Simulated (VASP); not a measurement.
# PbO (CsCl type) (Pm-3m) in VASP: a series of runs, part 2 of 3

VASP 6.6.1. Earlier steps stand in the parts before.

### Step 3. Single point, PBE

Input file INCAR:

```
SYSTEM = PbO
PREC     = Accurate       ! precision mode
ENCUT    = 520            ! plane-wave cutoff, eV
EDIFF    = 1E-7           ! SCF threshold, eV
ISMEAR   = -1             ! smearing method
SIGMA    = 0.05           ! smearing width, eV
LREAL    = .False.        ! projectors in reciprocal space
LASPH    = .True.         ! aspherical terms in the spheres
NELM     = 60             ! most SCF steps
ALGO     = Normal         ! electronic algorithm
ISIF     = 2              ! what is computed and relaxed
LWAVE    = .False.        ! write WAVECAR
LCHARG   = .True.         ! write CHGCAR
GGA      = PE             ! functional
LELF     = .True.         ! ELF
LVHAR    = .True.       
NBANDS   = 17             ! bands
```

Input file KPOINTS:

```
regular mesh
0
Gamma
  12 12 12
  0 0 0
```

Input file POSCAR:

```
PbO
1.0
    3.1079363075      0.0000000000      0.0000000000
    0.0000000000      3.1079363075      0.0000000000
    0.0000000000      0.0000000000      3.1079363075
Pb O
1 1
Direct
    0.0000000000      0.0000000000      0.0000000000
    0.5000000000      0.5000000000      0.5000000000
```

Potentials or basis: VASP PAW PBE potentials, release 64 (Pb_d, O).

Launch:

```console
$ cat potpaw_PBE.64/Pb_d/POTCAR potpaw_PBE.64/O/POTCAR > POTCAR
$ mpirun -np 1 vasp_std > vasp.out
```

Run time: 11 s. Hardware: 1 thread of Intel Xeon 6975P-C (Granite Rapids), shared host; peak memory 0.16 GiB.

Results (log left out):

```
Free energy            : -9.6414 eV
Pressure               : 11.9 GPa
Band gap on the k mesh : 0.06 eV, direct
```

Levels at points of the mesh, in eV from the valence-band top:
```csv
k point,band 7,band 8,band 9,band 10,band 11,band 12,band 13,band 14
"(0.00, 0.00, 0.00)",-8.63,-2.34,-2.34,-2.34,8.97,8.97,8.97,9.73
"(0.50, 0.00, 0.00)",-9.72,-1.43,-1.43,-0.70,0.19,7.99,7.99,10.67
"(0.50, 0.50, 0.00)",-6.09,-5.35,-5.35,-1.46,3.93,3.93,9.94,11.38
"(0.50, 0.50, 0.50)",-3.14,-2.78,-2.78,-2.78,0.38,0.38,0.38,13.66
```

Caveat: spin-orbit coupling is left out, which moves the levels of the heavy elements. A k mesh can miss the band edges.

### Step 4. Single point, PBE

This run uses another cell than the first one, of 16.62 Å³/atom, 1.107 times its volume.

Input file INCAR:

```
SYSTEM = PbO
  PREC = Accurate
  ENCUT = 520
  EDIFF = 1E-6
  ISMEAR = -1
  SIGMA = 0.05
  LREAL = .FALSE.
  LASPH = .TRUE.
  NELM = 100
  ALGO = Normal
  ISIF = 2
  LWAVE = .FALSE.
  LCHARG = .FALSE.
  GGA = PE
  NBANDS = 17
```

Input file KPOINTS:

```
Automatic mesh
0
G
  12 12 12
  0 0 0
```

Input file POSCAR:

```
PbO
1.0
    3.2150724968      0.0000000000      0.0000000000
    0.0000000000      3.2150724968      0.0000000000
    0.0000000000      0.0000000000      3.2150724968
Pb O
1 1
Direct
    0.0000000000      0.0000000000      0.0000000000
    0.5000000000      0.5000000000      0.5000000000
```

Potentials or basis: VASP PAW PBE potentials, release 64 (Pb_d, O).

Launch:

```console
$ cat potpaw_PBE.64/Pb_d/POTCAR potpaw_PBE.64/O/POTCAR > POTCAR
$ mpirun -np 1 vasp_std > vasp.out
```

OUTCAR:

```text
SYSTEM = PbO
   PREC = Accurate
   ENCUT = 520
   EDIFF = 1E-6
   ISMEAR = -1
   LREAL = .FALSE.
   LASPH = .TRUE.
   NELM = 100
   ISIF = 2
   GGA = PE

 ion  position               nearest neighbor table
   1  0.000  0.000  0.000-   2 2.78   2 2.78   2 2.78   2 2.78   2 2.78   2 2.78   2 2.78   2 2.78

   2  0.500  0.500  0.500-   1 2.78   1 2.78   1 2.78   1 2.78   1 2.78   1 2.78   1 2.78   1 2.78

  LATTYP: Found a simple cubic cell.
 ALAT       =     3.2150724968

  Lattice vectors:

 A1 = (   3.2150724968,   0.0000000000,   0.0000000000)
 A2 = (   0.0000000000,   3.2150724968,   0.0000000000)
 A3 = (   0.0000000000,   0.0000000000,   3.2150724968)

Analysis of symmetry for initial positions (statically):
=====================================================================
 Subroutine PRICEL returns:
 Original cell was already a primitive cell.

 Routine SETGRP: Setting up the symmetry group for a
 simple cubic supercell.

 Subroutine GETGRP returns: Found 48 space group operations
 (whereof 48 operations were pure point group operations)
 out of a pool of 48 trial point group operations.

The static configuration has the point symmetry O_h .

Analysis of symmetry for dynamics (positions and initial velocities):
=====================================================================
 Subroutine PRICEL returns:
 Original cell was already a primitive cell.

 Routine SETGRP: Setting up the symmetry group for a
 simple cubic supercell.

 Subroutine GETGRP returns: Found 48 space group operations
 (whereof 48 operations were pure point group operations)
 out of a pool of 48 trial point group operations.

The dynamic configuration has the point symmetry O_h .

 Subroutine INISYM returns: Found 48 space group operations
 (whereof 48 operations are pure point group operations),
[... 105 lines left out ...]
   TEBEG  =    0.0;   TEEND  =   0.0 temperature during run
   PSTRESS=    0.0 pullay stress
   NELECT =      20.0000    total number of electrons
   NUPDOWN=      -1.0000    fix difference up-down
   EMIN   =  10.00;   EMAX   =-10.00  energy-range for DOS
   EFERMI =   0.00;   METHOD = LEGACY
   ISMEAR =    -1;   SIGMA  =   0.05  broadening in eV -4-tet -1-fermi 0-gaus
   EFERMI_NEDOS =   21; number of points for ismear=-14 and -15
   IALGO  =     38    algorithm
   IMIX   =      4    mixing-type and parameters
     AMIX     =   0.40;   BMIX     =  1.00
     AMIX_MAG =   1.60;   BMIX_MAG =  1.00
  volume/ion in A,a.u.               =      16.62       112.13
  Fermi-wavevector in a.u.,A,eV,Ry     =   1.382168  2.611918 25.992399  1.910387
  Thomas-Fermi vector in A             =   2.506884
   LORBIT       =      0    0 simple, 1 ext, 2 COOP (PROOUT), +10 PAW based schemes
   GGA     = PE    functional components
   LHFCALC =     F    Hartree Fock is set to
   AEXX    =    0.0000 exact exchange contribution
   IVDW    =     0    specifies the selected vdW correction
   LEPSILON=     F    determine dielectric tensor
   LRPA    =     F    only Hartree local field effects (RPA)
 non-spin polarized calculation
  energy-cutoff  :      520.00
  volume of cell :       33.23
 maximum number of plane-waves:       922
 NGX is ok and might be reduce to    24
   NGX = 11   NGY = 11   NGZ = 11

 number of electron      20.0000005 magnetization

 Free energy of the ion-electron system (eV)
  ---------------------------------------------------
  ext. energy  EPLUGINS =         0.00000000
  ---------------------------------------------------
  free energy    TOTEN  =        -9.75309732 eV

  energy without entropy =       -9.75245687  energy(sigma->0) =       -9.75277709

 E-fermi :   7.0335     XC(G=0): -11.1412

 val. band max:        6.9405590574   @ k =   0.5000   0.0833   0.0000
 cond. band min:       7.1095348704   @ k =   0.5000   0.0000   0.0000
 fundamental gap:      0.1689758131
 Fermi energy:         7.0334757814

 k-point     1 :       0.0000    0.0000    0.0000
  band No.  band energies     occupation
      1     -10.2216      2.00000
      2     -10.0071      2.00000
      3     -10.0071      2.00000
      4      -9.3660      2.00000
      5      -9.3660      2.00000
      6      -9.3660      2.00000
[... 457 lines left out ...]
      4      -9.4695      2.00000
      5      -9.3689      2.00000
      6      -8.6304      2.00000
[... 9 lines left out ...]
     16      22.7970      0.00000
     17      23.3692      0.00000

 [... further k-points ...]
[... 5 lines left out ...]
  --------------------------------------------------------------------------------------
  -------------------------------------------------------------------------------------
  Total       -0.0274114     -0.0274114     -0.0274114      0.0000000      0.0000000     -0.0000000
  in kB       -1.3215079     -1.3215079     -1.3215079      0.0000000      0.0000000     -0.0000000
  external PRESSURE =      -1.3215079 kB  Pullay stress =       0.0000000 kB

 VOLUME and BASIS-vectors are now :
 -----------------------------------------------------------------------------
  energy-cutoff  :      520.00
  volume of cell :       33.23
      direct lattice vectors                 reciprocal lattice vectors
     3.215072497  0.000000000  0.000000000     0.311034977  0.000000000  0.000000000
     0.000000000  3.215072497  0.000000000     0.000000000  0.311034977  0.000000000
     0.000000000  0.000000000  3.215072497     0.000000000  0.000000000  0.311034977

 POSITION                                       TOTAL-FORCE (eV/Angst)
 -----------------------------------------------------------------------------------
      0.00000      0.00000      0.00000         0.000000      0.000000      0.000000
      1.60754      1.60754      1.60754         0.000000      0.000000      0.000000
 -----------------------------------------------------------------------------------
    total drift:                                0.000000      0.000000     -0.000000

  FREE ENERGIE OF THE ION-ELECTRON SYSTEM (eV)
  ---------------------------------------------------
  free  energy   TOTEN  =        -9.7530973198 eV

  energy  without entropy=       -9.7524568692  energy(sigma->0) =       -9.75277709
```

OSZICAR:

```text
N       E                     dE             d eps       ncg     rms          rms(c)
DAV:   1     0.170691131239E+03    0.17069E+03   -0.10409E+04  2912   0.144E+03
DAV:   2     0.568980184430E+00   -0.17012E+03   -0.16164E+03  3094   0.366E+02
DAV:   3    -0.117701291160E+02   -0.12339E+02   -0.12246E+02  3451   0.103E+02
DAV:   4    -0.120142924629E+02   -0.24416E+00   -0.24401E+00  3538   0.147E+01
DAV:   5    -0.120215160738E+02   -0.72236E-02   -0.72230E-02  3828   0.250E+00    0.852E+00
DAV:   6    -0.101514557480E+02    0.18701E+01   -0.13829E+01  3908   0.275E+01    0.546E+00
DAV:   7    -0.978240032557E+01    0.36906E+00   -0.21416E+00  3471   0.108E+01    0.146E+00
DAV:   8    -0.981297213577E+01   -0.30572E-01   -0.55872E-01  3719   0.856E+00    0.143E+00
DAV:   9    -0.975267787381E+01    0.60294E-01   -0.12016E-01  3672   0.466E+00    0.176E-01
DAV:  10    -0.975331600176E+01   -0.63813E-03   -0.91630E-03  3553   0.751E-01    0.124E-01
DAV:  11    -0.975319479790E+01    0.12120E-03   -0.16028E-03  3183   0.315E-01    0.817E-02
DAV:  12    -0.975309729897E+01    0.97499E-04   -0.15040E-04  3648   0.130E-01    0.863E-03
DAV:  13    -0.975309731980E+01   -0.20833E-07   -0.77536E-06  3940   0.274E-02
   1 F= -.97530973E+01 E0= -.97527771E+01  d E =-.640451E-03
```

stdout:

```text
POSCAR found type information on POSCAR PbO
 POSCAR found :  2 types and       2 ions
 scaLAPACK will be used
 LDA part: xc-table for (Slater+PW92), standard interpolation
 POSCAR, INCAR and KPOINTS ok, starting setup
 FFT: planning ... GRIDC
 FFT: planning ... GRID_SOFT
 FFT: planning ... GRID
 WAVECAR not read
 entering main loop
```

Wall time 11 s (1 thread of Intel Xeon 6975P-C (Granite Rapids), shared host); peak memory 0.17 GiB.

What came out:

- Free energy: -9.7531 eV
- Pressure: -0.1 GPa
- Band gap on the k mesh: 0.17 eV, indirect (least direct gap 0.20 eV)

Levels at points of the mesh, in eV from the valence-band top:
```tsv
k point	band 7	band 8	band 9	band 10	band 11	band 12	band 13	band 14
(0.00, 0.00, 0.00)	-8.48	-1.79	-1.79	-1.79	8.27	8.27	8.27	9.53
(0.50, 0.00, 0.00)	-9.10	-1.02	-1.02	-0.54	0.17	7.55	7.55	10.92
(0.50, 0.50, 0.00)	-6.10	-4.50	-4.50	-1.01	3.77	3.77	9.56	10.31
(0.50, 0.50, 0.50)	-3.65	-2.24	-2.24	-2.24	0.66	0.66	0.66	12.96
```

Caveat: spin-orbit coupling is left out, which moves the levels of the heavy elements. A k mesh can miss the band edges.

[end of part 2 of 3]
